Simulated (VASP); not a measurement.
Here is a VASP 6.6.1 calculation.

File INCAR:

```
PREC     = Accurate       # precision mode
ENCUT    = 520            # plane-wave cutoff, eV
EDIFF    = 1E-6           # SCF threshold, eV
ISMEAR   = -1             # smearing method
SIGMA    = 0.15           # smearing width, eV
LREAL    = F              # projectors in reciprocal space
LASPH    = T              # aspherical terms in the spheres
NELM     = 60             # most SCF steps
ALGO     = Normal         # electronic algorithm
ISIF     = 2              # what is computed and relaxed
LWAVE    = F              # write WAVECAR
LCHARG   = T              # write CHGCAR
LELF     = T              # ELF
LVHAR    = T            
NBANDS   = 16             # bands
```

The input KPOINTS:

```
Automatic mesh
0
Gamma
  16 16 16
```

The input POSCAR:

```
AgO
1.0
    0.0000000000      2.4276441116      2.4276441116
    2.4276441116      0.0000000000      2.4276441116
    2.4276441116      2.4276441116      0.0000000000
Ag O
1 1
Direct
    0.0000000000      0.0000000000      0.0000000000
    0.7500000000      0.7500000000      0.7500000000
```

Potentials or basis: VASP PAW LDA potentials, release 64 (Ag, O).

Command:

```bash
$ cat potpaw_LDA.64/Ag/POTCAR potpaw_LDA.64/O/POTCAR > POTCAR
$ mpirun -np 1 vasp_std > vasp.out
```

Q: Predict the pressure.

A: 2.7 GPa.

Caveat: an odd number of electrons without spin polarisation forces a metal; a magnetic or distorted state may lie lower.
